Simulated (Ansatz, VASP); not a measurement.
## As: VASP beside Ansatz

The input INCAR:

```
SYSTEM = As
ALGO     = Normal         ! electronic algorithm
EDIFF    = 1E-6           ! SCF threshold, eV
ENCUT    = 520            ! plane-wave cutoff, eV
GGA      = PE             ! functional
ISIF     = 2              ! what is computed and relaxed
ISMEAR   = 0              ! smearing method
LASPH    = .True.         ! aspherical terms in the spheres
LCHARG   = .False.        ! write CHGCAR
LREAL    = .False.        ! projectors in reciprocal space
LWAVE    = .False.        ! write WAVECAR
NBANDS   = 30             ! bands
NELM     = 60             ! most SCF steps
PREC     = Accurate       ! precision mode
SIGMA    = 0.1            ! smearing width, eV
```

KPOINTS

```
k-points
0
Gamma
  2 4 6
  0 0 0
```

The input POSCAR:

```
As
1.0
    7.7420037800      0.0000000000      0.0000000000
    0.0000000000      6.4083388000      0.0000000000
    0.0000000000      0.0000000000      3.2404145100
As
8
Direct
    0.1200621800      0.9168261100      0.6253348000
    0.3799378200      0.4168261100      0.8746652000
    0.6200621800      0.9168261100      0.3746652000
    0.8799378200      0.4168261100      0.1253348000
    0.1200621800      0.5831738900      0.8746652000
    0.3799378200      0.0831738900      0.6253348000
    0.6200621800      0.5831738900      0.1253348000
    0.8799378200      0.0831738900      0.3746652000
```

Input for Ansatz:

```yaml
crystal:
  lattice:
    - [7.74200378, 0.0, 0.0]
    - [0.0, 6.4083388, 0.0]
    - [0.0, 0.0, 3.24041451]
  atoms:
    - { symbol: As, position: [0.12006218, 0.91682611, 0.6253348] }
    - { symbol: As, position: [0.37993782, 0.41682611, 0.8746652] }
    - { symbol: As, position: [0.62006218, 0.91682611, 0.3746652] }
    - { symbol: As, position: [0.87993782, 0.41682611, 0.1253348] }
    - { symbol: As, position: [0.12006218, 0.58317389, 0.8746652] }
    - { symbol: As, position: [0.37993782, 0.08317389, 0.6253348] }
    - { symbol: As, position: [0.62006218, 0.58317389, 0.1253348] }
    - { symbol: As, position: [0.87993782, 0.08317389, 0.3746652] }
basis:
  ecutwfc: 420
kpoints:
  mp_grid: { grid: [2, 4, 6] }
hamiltonian:
  xc: pbe
scf:
  occupations: { method: gaussian, width: 0.1 }
  lower_state_search: "off"
output:
  forces: true
  stress: true
  eigenvalues: true
```

Alike in both runs: task single point; functional PBE; k mesh 2 × 4 × 6; occupations gaussian, width 0.1 eV; no spin polarisation.

```csv
,VASP,Ansatz
version,VASP 6.6.1,Ansatz 0.2.0
potentials or method,"VASP PAW PBE potentials, release 64 (As), cutoff 520 eV","scalar-relativistic, plane waves, PAW"
valence electrons in the cell,40,120
```

VASP gave:

* gap on the k mesh at the Fermi level (eV): none
* pressure (GPa): 27.6
* traceless stress, the component that is largest in VASP (GPa): -15.14
* rms of the force components (eV/Å): 0.158

Q: Estimate Ansatz's values.

A: gap on the k mesh at the Fermi level (eV): none; pressure (GPa): 26.9; traceless stress, the component that is largest in VASP (GPa): -14.68; rms of the force components (eV/Å): 0.163.

Atom by atom the forces differ by 0.006 eV/Å (rms over components). A gap of «none» marks a metal or a gap that the smearing closes. VASP's potentials hold 40 valence electrons a cell and Ansatz's 120, so a difference there can come from the potentials and not from the codes.

The k mesh is coarse, so the values compare programs but aren't converged.
